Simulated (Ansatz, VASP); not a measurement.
**Two plane-wave programs on Cs3SiPt**

```
Cs Si Pt
1.0
     5.20929    0.00000    0.00000
     0.00000    5.20929    0.00000
     0.00000    0.00000    6.59160
Cs Si Pt
3 1 1
Direct
  0.50000 0.50000 0.10590
  0.00000 0.50000 0.50000
  0.50000 0.00000 0.50000
  0.50000 0.50000 0.66200
  0.00000 0.00000 0.00000
```

Change from the starting cell: species swapped into the NdBPt3 type (P4mm, No. 99).

Alike in both runs: task relaxation of cell and atoms; functional PBE; k mesh 4 × 4 × 4; occupations gaussian, width 0.1 eV; no spin polarisation.

|  | VASP | Ansatz |
| --- | --- | --- |
| version | VASP 6.6.1 | Ansatz 0.2.0 |
| potentials or method | VASP PAW PBE potentials, release 64 (Cs_sv, Si, Pt), cutoff 600 eV | scalar-relativistic, plane waves, PAW |
| valence electrons in the cell | 41 | 49 |

|  | VASP | Ansatz | Ansatz less VASP |
| --- | --- | --- | --- |
| gap on the k mesh at the Fermi level, each at its own relaxed structure (eV) | none | none | - |
| relaxed volume (Å³/atom) | 62.16 | 61.87 | -0.282 |
| relaxed length of the cell vector where the two differ most in proportion (Å) | 6.341 | 6.322 | -0.0191 |

A gap of «none» marks a metal or a gap that the smearing closes. VASP's potentials hold 41 valence electrons a cell and Ansatz's 49, so a difference there can come from the potentials and not from the codes.

Spin-orbit coupling is off throughout. Noted on VASP's run: the volume moved by over 15 % at a fixed basis, so the end points are rough.
